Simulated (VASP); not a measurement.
# TiCo (P4/mmm) in VASP: single point with PBEsol

Aim: the single point of TiCo with PBEsol.

Program: VASP 6.6.1. These are calculated values, not measurements. Logs are shortened: lines on timing, memory, paths and dates and some standing lists are left out, and cuts for length are marked.

## 1. The cell of the first run

It takes space group P4/mmm (No. 123, tetragonal). Conventional cell: a = 3.244 Å, b = 3.244 Å, c = 2.530 Å, α = 90.00°, β = 90.00°, γ = 90.00°. Ti (site symmetry 4/mmm) has 6 Ti at 2.53 to 3.24 Å and 8 Co at 2.62 Å within 3.3 Å. Within 3.3 Å of Co (site symmetry 4/mmm) lie 6 Co at 2.53 to 3.24 Å and 8 Ti at 2.62 Å.

## 2. Single point, PBEsol, collinear spin, ferromagnetic start

File INCAR:

```
SYSTEM = TiCo
PREC     = Accurate       ! precision mode
ENCUT    = 520            ! plane-wave cutoff, eV
EDIFF    = 1E-7           ! SCF threshold, eV
ISMEAR   = 0              ! smearing method
SIGMA    = 0.15           ! smearing width, eV
LREAL    = .FALSE.        ! projectors in reciprocal space
LASPH    = .TRUE.         ! aspherical terms in the spheres
NELM     = 150            ! most SCF steps
ALGO     = Normal         ! electronic algorithm
ISIF     = 2              ! what is computed and relaxed
LWAVE    = .FALSE.        ! write WAVECAR
LCHARG   = .FALSE.        ! write CHGCAR
ISPIN    = 2              ! spin polarisation
MAGMOM   = 0 0.4          ! initial moments
LORBIT   = 11             ! projections on sites
LMAXMIX  = 4              ! l up to which the mixer works
GGA      = PS             ! functional
NBANDS   = 22             ! bands
```

File KPOINTS:

```
Automatic mesh
0
G
  18 18 18
  0 0 0
```

File POSCAR:

```
TiCo
1.0
    3.2439519418      0.0000000000      0.0000000000
    0.0000000000      3.2439519418      0.0000000000
    0.0000000000      0.0000000000      2.5302825146
Ti Co
1 1
Direct
    0.0000000000      0.0000000000      0.0000000000
    0.5000000000      0.5000000000      0.5000000000
```

Potentials or basis: VASP PAW PBE potentials, release 64 (Ti_sv, Co).

On the command line:

```bash
$ cat potpaw_PBE.64/Ti_sv/POTCAR potpaw_PBE.64/Co/POTCAR > POTCAR
$ mpirun -np 1 vasp_std > vasp.out
```

OUTCAR:

```text
SYSTEM = TiCo
   PREC = Accurate
   ENCUT = 520
   EDIFF = 1E-7
   ISMEAR = 0
   LREAL = .FALSE.
   LASPH = .TRUE.
   NELM = 150
   ISIF = 2
   ISPIN = 2
   LORBIT = 11
   GGA = PS

 ion  position               nearest neighbor table
   1  0.000  0.000  0.000-   2 2.62   2 2.62   2 2.62   2 2.62   2 2.62   2 2.62   2 2.62   2 2.62

   2  0.500  0.500  0.500-   1 2.62   1 2.62   1 2.62   1 2.62   1 2.62   1 2.62   1 2.62   1 2.62

  LATTYP: Found a simple tetragonal cell.
 ALAT       =     3.2439519418
 C/A-ratio  =     0.7800000000

  Lattice vectors:

 A1 = (   3.2439519418,   0.0000000000,   0.0000000000)
 A2 = (   0.0000000000,   3.2439519418,   0.0000000000)
 A3 = (   0.0000000000,   0.0000000000,   2.5302825146)

Analysis of symmetry for initial positions (statically):
=====================================================================
 Subroutine PRICEL returns:
 Original cell was already a primitive cell.

 Routine SETGRP: Setting up the symmetry group for a
 simple tetragonal supercell.

 Subroutine GETGRP returns: Found 16 space group operations
 (whereof 16 operations were pure point group operations)
 out of a pool of 16 trial point group operations.

The static configuration has the point symmetry D_4h.

Analysis of symmetry for dynamics (positions and initial velocities):
=====================================================================
 Subroutine PRICEL returns:
 Original cell was already a primitive cell.

 Routine SETGRP: Setting up the symmetry group for a
 simple tetragonal supercell.

 Subroutine GETGRP returns: Found 16 space group operations
 (whereof 16 operations were pure point group operations)
 out of a pool of 16 trial point group operations.

The dynamic configuration has the point symmetry D_4h.

Analysis of structural, dynamic, and magnetic symmetry:
=====================================================================
 Subroutine PRICEL returns:
 Original cell was already a primitive cell.

 Routine SETGRP: Setting up the symmetry group for a
 simple tetragonal supercell.

 Subroutine GETGRP returns: Found 16 space group operations
 (whereof 16 operations were pure point group operations)
 out of a pool of 16 trial point group operations.

The overall configuration has the point symmetry D_4h.

 Subroutine INISYM returns: Found 16 space group operations
 (whereof 16 operations are pure point group operations),
 and found     1 'primitive' translations

----------------------------------------------------------------------------------------

                                     Primitive cell

  volume of cell :      26.6267

  direct lattice vectors                    reciprocal lattice vectors
     3.243951942  0.000000000  0.000000000     0.308265972  0.000000000  0.000000000
     0.000000000  3.243951942  0.000000000     0.000000000  0.308265972  0.000000000
     0.000000000  0.000000000  2.530282515     0.000000000  0.000000000  0.395212785

  length of vectors
     3.243951942  3.243951942  2.530282515     0.308265972  0.308265972  0.395212785

  position of ions in fractional coordinates (direct lattice)
     0.000000000  0.000000000  0.000000000
     0.500000000  0.500000000  0.500000000

  ion indices of the primitive-cell ions
   primitive index   ion index
                 1           1
                 2           2

----------------------------------------------------------------------------------------

 KPOINTS: Automatic mesh

Automatic generation of k-mesh.
 Grid dimensions read from file:
 generate k-points for:   18   18   18

 Generating k-lattice:

  Cartesian coordinates                     Fractional coordinates (reciprocal lattice)
     0.017125887  0.000000000  0.000000000     0.055555556  0.000000000  0.000000000
     0.000000000  0.017125887  0.000000000     0.000000000  0.055555556  0.000000000
     0.000000000  0.000000000  0.021956266     0.000000000  0.000000000  0.055555556

  Length of vectors
     0.017125887  0.017125887  0.021956266

  Shift w.r.t. Gamma in fractional coordinates (k-lattice)
     0.000000000  0.000000000  0.000000000

 Subroutine IBZKPT returns following result:
 ===========================================

 Found    550 irreducible k-points:

 Following reciprocal coordinates:
            Coordinates               Weight
  0.000000  0.000000  0.000000      1.000000
  0.055556  0.000000  0.000000      4.000000
  0.111111  0.000000  0.000000      4.000000
  0.166667  0.000000  0.000000      4.000000
  0.222222  0.000000  0.000000      4.000000
  0.277778  0.000000  0.000000      4.000000
[... 16 lines left out ...]
  0.277778  0.111111  0.000000      8.000000
  0.333333  0.111111  0.000000      8.000000
 [... further k-points ...]
   k-points           NKPTS =    550   k-points in BZ     NKDIM =    550   number of bands    NBANDS=     22
   number of dos      NEDOS =    301   number of ions     NIONS =      2
   total plane-waves  NPLWV =  11520
   dimension x,y,z NGX =    24 NGY =   24 NGZ =   20
   dimension x,y,z NGXF=    48 NGYF=   48 NGZF=   40
   ions per type =               1   1
   NGX,Y,Z   is equivalent  to a cutoff of  12.30, 12.30, 13.14 a.u.
   NGXF,Y,Z  is equivalent  to a cutoff of  24.60, 24.60, 26.28 a.u.
 SYSTEM =  TiCo
   PREC   = accura    normal or accurate (medium, high low for compatibility)
   ISTART =      0    job   : 0-new  1-cont  2-samecut
   ICHARG =      2    charge: 1-file 2-atom 10-const
   ISPIN  =      2    spin polarized calculation?
   LNONCOLLINEAR =      F non collinear calculations
   LSORBIT =      F    spin-orbit coupling
   LASPH  =      T    aspherical Exc in radial PAW
   ENCUT  =  520.0 eV  38.22 Ry    6.18 a.u.   6.03  6.03  4.70*2*pi/ulx,y,z
   NELM   =    150;   NELMIN=  2; NELMDL= -5     # of ELM steps
   EDIFF  = 0.1E-06   stopping-criterion for ELM
   LREAL  =      F    real-space projection
   EDIFFG = 0.1E-05   stopping-criterion for IOM
   NSW    =      0    number of steps for IOM
   IBRION =     -1    ionic relax: 0-MD 1-quasi-New 2-CG
   NFREE  =      0    steps in history (QN), initial steepest desc. (CG)
   ISIF   =      2    stress and relaxation
   ISYM   =      2    0-nonsym 1-usesym 2-fastsym
   POTIM  = 0.5000    time-step for ionic-motion
   TEBEG  =    0.0;   TEEND  =   0.0 temperature during run
   PSTRESS=    0.0 pullay stress
   NELECT =      21.0000    total number of electrons
   NUPDOWN=      -1.0000    fix difference up-down
   EMIN   =  10.00;   EMAX   =-10.00  energy-range for DOS
   EFERMI =   0.00;   METHOD = LEGACY
   ISMEAR =     0;   SIGMA  =   0.15  broadening in eV -4-tet -1-fermi 0-gaus
   EFERMI_NEDOS =   21; number of points for ismear=-14 and -15
   IALGO  =     38    algorithm
   IMIX   =      4    mixing-type and parameters
     AMIX     =   0.40;   BMIX     =  1.00
     AMIX_MAG =   1.60;   BMIX_MAG =  1.00
  volume/ion in A,a.u.               =      13.31        89.84
  Fermi-wavevector in a.u.,A,eV,Ry     =   1.512546  2.858298 31.127355  2.287796
  Thomas-Fermi vector in A             =   2.622456
   LORBIT       =     11    0 simple, 1 ext, 2 COOP (PROOUT), +10 PAW based schemes
   GGA     = PS    functional components
   LHFCALC =     F    Hartree Fock is set to
   AEXX    =    0.0000 exact exchange contribution
   IVDW    =     0    specifies the selected vdW correction
   LEPSILON=     F    determine dielectric tensor
   LRPA    =     F    only Hartree local field effects (RPA)
 spin polarized calculation
 Gauss-broadening in eV      SIGMA  =   0.15
  energy-cutoff  :      520.00
  volume of cell :       26.63
 maximum number of plane-waves:       737
   NGX = 13   NGY = 13   NGZ =  9

 number of electron      21.0000003 magnetization       0.0003783

 Free energy of the ion-electron system (eV)
  ---------------------------------------------------
  ext. energy  EPLUGINS =         0.00000000
  ---------------------------------------------------
  free energy    TOTEN  =       -16.50820372 eV

  energy without entropy =      -16.48319890  energy(sigma->0) =      -16.49570131

 E-fermi :   9.3844     XC(G=0): -12.7057

 val. band max:        9.3838008745   @ k =   0.2222   0.0000   0.1111
 cond. band min:       9.3846534666   @ k =   0.3889   0.2222   0.1667
 fundamental gap:      0.0008525921
 Fermi energy:         9.3843914612

 spin component 1

 k-point     1 :       0.0000    0.0000    0.0000
  band No.  band energies     occupation
      1     -47.1767      1.00000
      2     -23.4449      1.00000
      3     -23.4449      1.00000
      4     -22.8848      1.00000
      5       2.0908      1.00000
      6       5.7749      1.00000
[... 14 lines left out ...]
     21      28.6475      0.00000
     22      28.6475      0.00000
[... 552 lines left out ...]
  band No.  band energies     occupation
      1     -47.1658      1.00000
      2     -23.5557      1.00000
      3     -23.4556      1.00000
      4     -22.8791      1.00000
      5       3.9497      1.00000
      6       6.2953      1.00000
[... 14 lines left out ...]
     21      28.3140      0.00000
     22      29.2059      0.00000

 [... further k-points ...]

 spin component 2

 k-point     1 :       0.0000    0.0000    0.0000
  band No.  band energies     occupation
      1     -47.1768      1.00000
      2     -23.4450      1.00000
      3     -23.4450      1.00000
      4     -22.8849      1.00000
      5       2.0907      1.00000
      6       5.7752      1.00000
[... 14 lines left out ...]
     21      28.6474      0.00000
     22      28.6474      0.00000
[... 552 lines left out ...]
  band No.  band energies     occupation
      1     -47.1659      1.00000
      2     -23.5559      1.00000
      3     -23.4558      1.00000
      4     -22.8792      1.00000
      5       3.9497      1.00000
      6       6.2955      1.00000
[... 14 lines left out ...]
     21      28.3139      0.00000
     22      29.2059      0.00000

 [... further k-points ...]
[... 5 lines left out ...]
  --------------------------------------------------------------------------------------
  -------------------------------------------------------------------------------------
  Total       -3.0161900     -3.0161900      2.1041400      0.0000000      0.0000000      0.0000000
  in kB     -181.4894751   -181.4894751    126.6098132      0.0000000      0.0000000      0.0000000
  external PRESSURE =     -78.7897124 kB  Pullay stress =       0.0000000 kB

 VOLUME and BASIS-vectors are now :
 -----------------------------------------------------------------------------
  energy-cutoff  :      520.00
  volume of cell :       26.63
      direct lattice vectors                 reciprocal lattice vectors
     3.243951942  0.000000000  0.000000000     0.308265972  0.000000000  0.000000000
     0.000000000  3.243951942  0.000000000     0.000000000  0.308265972  0.000000000
     0.000000000  0.000000000  2.530282515     0.000000000  0.000000000  0.395212785

 POSITION                                       TOTAL-FORCE (eV/Angst)
 -----------------------------------------------------------------------------------
      0.00000      0.00000      0.00000         0.000000      0.000000      0.000000
      1.62198      1.62198      1.26514         0.000000      0.000000      0.000000
 -----------------------------------------------------------------------------------
    total drift:                                0.000000     -0.000000     -0.000000

  FREE ENERGIE OF THE ION-ELECTRON SYSTEM (eV)
  ---------------------------------------------------
  free  energy   TOTEN  =       -16.5082037202 eV

  energy  without entropy=      -16.4831988984  energy(sigma->0) =      -16.49570131

 total charge

# of ion       s       p       d       tot
------------------------------------------
    1        2.254   6.156   1.938  10.348
    2        0.529   0.438   7.346   8.314
--------------------------------------------------
tot          2.783   6.594   9.284  18.662

 magnetization (x)

# of ion       s       p       d       tot
------------------------------------------
    1       -0.000  -0.000  -0.000  -0.000
    2        0.000  -0.000   0.000   0.000
--------------------------------------------------
tot          0.000  -0.000   0.000   0.000
```

Wall time 9.3 min (1 thread of Intel Xeon Platinum 8259CL at 2.50GHz (Skylake/Cascade Lake), shared host); peak memory 0.55 GiB.

What came out:

```
Free energy                                           : -16.5082 eV
Pressure                                              : -7.9 GPa
Net moment                                            : 0.00 μB per cell
Valence electrons inside the program's atomic spheres : Ti 10.35; Co 8.31
```

Levels at points of the mesh, in eV from the Fermi level:
Spin up:
```
           k point  band 7  band 8  band 9  band 10  band 11  band 12  band 13  band 14  band 15  band 16
(0.00, 0.00, 0.00)   -3.13   -1.81   -0.41    -0.41    -0.16     1.66     3.04     3.53     3.53     6.74
(0.50, 0.00, 0.00)   -2.20   -1.37   -1.00    -0.41    -0.24    -0.22     0.37     2.75     3.14     3.30
(0.50, 0.50, 0.00)   -0.91   -0.74   -0.74    -0.59    -0.15    -0.15    -0.02     2.72     3.42     3.42
(0.00, 0.00, 0.50)   -1.63   -1.61   -1.61    -0.86    -0.12    -0.12     0.39     2.29     2.31     6.45
(0.50, 0.00, 0.50)   -2.42   -2.41   -0.43     1.16     1.68     2.05     2.17     2.31     3.09     4.08
(0.50, 0.50, 0.50)   -2.08   -2.08   -1.60    -0.81    -0.44     0.08     3.09     4.15     8.20     8.97
```
Spin down:
| k point | band 9 | band 10 | band 11 | band 12 | band 13 | band 14 |
| --- | --- | --- | --- | --- | --- | --- |
| (0.00, 0.00, 0.00) | -0.41 | -0.41 | -0.16 | 1.66 | 3.04 | 3.53 |
| (0.50, 0.00, 0.00) | -1.00 | -0.41 | -0.24 | -0.22 | 0.37 | 2.75 |
| (0.50, 0.50, 0.00) | -0.74 | -0.59 | -0.15 | -0.15 | -0.02 | 2.72 |
| (0.00, 0.00, 0.50) | -1.61 | -0.86 | -0.12 | -0.12 | 0.39 | 2.29 |
| (0.50, 0.00, 0.50) | -0.43 | 1.16 | 1.68 | 2.05 | 2.17 | 2.31 |
| (0.50, 0.50, 0.50) | -1.60 | -0.81 | -0.44 | 0.08 | 3.09 | 4.15 |

Caveat: the PAW data sets were made with another functional, which shifts forces and pressure a little.
